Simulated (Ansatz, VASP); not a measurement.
## One calculation of W, two programs

File POSCAR:

```
W
1.0
    0.0000000000      2.0604500000      2.0300000000
    2.0604500000      0.0000000000      2.0300000000
    2.0604500000      2.0604500000      0.0000000000
W
1
Direct
    0.0000000000      0.0000000000      0.0000000000
```

INCAR.step1

```
ALGO = Normal
EDIFF = 1E-4
ENCUT = 520
GGA = PE
ISMEAR = 0
LASPH = True
LCHARG = False
LREAL = False
LWAVE = True
NBANDS = 13
NELM = 80
PREC = Accurate
SIGMA = 0.15
```

The input INCAR.step2:

```
ALGO = Normal
EDIFF = 1E-6
ENCUT = 520
ISIF = 2
ISMEAR = 0
ISTART = 1
LASPH = True
LCHARG = False
LMIXTAU = True
LREAL = False
LWAVE = False
METAGGA = R2SCAN
NBANDS = 13
NELM = 80
PREC = Accurate
SIGMA = 0.15
```

Contents of KPOINTS:

```
k-points
0
Gamma
  20 20 20
```

Input for Ansatz:

```yaml
crystal:
  lattice:
    - [0.0, 2.06045, 2.03]
    - [2.06045, 0.0, 2.03]
    - [2.06045, 2.06045, 0.0]
  atoms:
    - { symbol: W, position: [0.0, 0.0, 0.0] }
basis:
  ecutwfc: 500
kpoints:
  mp_grid: { grid: [20, 20, 20] }
hamiltonian:
  xc: r2scan
scf:
  occupations: { method: gaussian, width: 0.15 }
output:
  forces: true
  stress: true
  eigenvalues: true
```

Change from the starting cell: strain +0.015 along x and y, +0.000 along z, atoms carried along.

Alike in both runs: task single point; functional r2SCAN; k mesh 20 × 20 × 20; occupations gaussian, width 0.15 eV; no spin polarisation.

|  | VASP | Ansatz |
| --- | --- | --- |
| version | VASP 6.6.1 | Ansatz 0.2.0 |
| potentials or method | VASP PAW PBE potentials, release 64 (W_sv), cutoff 520 eV | scalar-relativistic, plane waves, PAW |
| valence electrons in the cell | 14 | 14 |

Ansatz gave:

```
gap on the k mesh at the Fermi level (eV)                     : none
pressure (GPa)                                                : -16.2
traceless stress, the component that is largest in VASP (GPa) : -4.40
```

Problem. Which values does VASP return?

Solution. gap on the k mesh at the Fermi level (eV): none; pressure (GPa): -15.4; traceless stress, the component that is largest in VASP (GPa): -4.43.

VASP's potentials were made for PBE, not for r2SCAN. A gap of «none» marks a metal or a gap that the smearing closes. The functional is the same, so the differences come from potentials, cutoffs and numerics.

Neither program's run includes spin-orbit coupling.
